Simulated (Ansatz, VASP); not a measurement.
CaF2 in VASP and in Ansatz

File INCAR:

```
SYSTEM = CaF2
  ALGO = Normal
  EDIFF = 1E-6
  ENCUT = 600
  GGA = PE
  GGA_COMPAT = .False.
  ISIF = 2
  ISMEAR = -1
  LASPH = .True.
  LCHARG = .False.
  LREAL = .False.
  LWAVE = .False.
  NBANDS = 19
  NELM = 120
  PREC = Accurate
  SIGMA = 0.02
```

The input KPOINTS:

```
k-points
0
Gamma
  8 8 8
  0 0 0
```

The input POSCAR:

```
CaF2
1.0
    0.0000000000      2.6108092549      2.7876292019
    2.6108092549      0.0000000000      2.7876292019
    2.6108092549      2.6108092549      0.0000000000
Ca F
1 2
Direct
    0.0000000000      0.0000000000      0.0000000000
    0.2500000000      0.2500000000      0.2500000000
    0.7500000000      0.7500000000      0.7500000000
```

Input for Ansatz:

```yaml
crystal:
  lattice:
    - [0.0, 2.6108092549, 2.7876292019]
    - [2.6108092549, 0.0, 2.7876292019]
    - [2.6108092549, 2.6108092549, 0.0]
  atoms:
    - { symbol: Ca, position: [0.0, 0.0, 0.0] }
    - { symbol: F, position: [0.25, 0.25, 0.25] }
    - { symbol: F, position: [0.75, 0.75, 0.75] }
kpoints:
  mp_grid: { grid: [8, 8, 8] }
  band_path:
    path:
      - [0.0, 0.0, 0.0]
      - [0.5, 0.0, 0.5]
      - [0.625, 0.25, 0.625]
      - [0.375, 0.375, 0.75]
      - [0.5, 0.5, 0.5]
      - [0.5, 0.25, 0.75]
      - [0.0, 0.5, 0.5]
    npoints: 1
hamiltonian:
  xc: pbe
scf:
  occupations: { method: fermi_dirac, width: 0.02 }
  n_extra_bands: 4
output:
  forces: true
  stress: true
  eigenvalues: true
  write_density: true
  write_potential: true
  elf: true
  volumetric_format: npy
```

Change from the starting cell: epitaxial_xy strain -4.0%.

Alike in both runs: task single point; functional PBE; k mesh 8 × 8 × 8; occupations fermi-dirac, width 0.02 eV; no spin polarisation.

```csv
,VASP,Ansatz
version,VASP 6.6.1,Ansatz 0.2.0
potentials or method,"VASP PAW PBE potentials, release 64 (Ca_sv, F)","plane waves, PAW"
plane-wave cutoff (eV),600,420
valence electrons in the cell,24,24
```

Ansatz gave:

* gap on the k mesh at the Fermi level (eV): 7.45
* pressure (GPa): 9.2
* traceless stress, the component that is largest in VASP (GPa): -5.60

Problem. What did VASP give for the same quantities?

Solution. gap on the k mesh at the Fermi level (eV): 7.43; pressure (GPa): 9.6; traceless stress, the component that is largest in VASP (GPa): -5.54.

With one functional, cell and mesh, what is left measures potentials, basis and numerics.
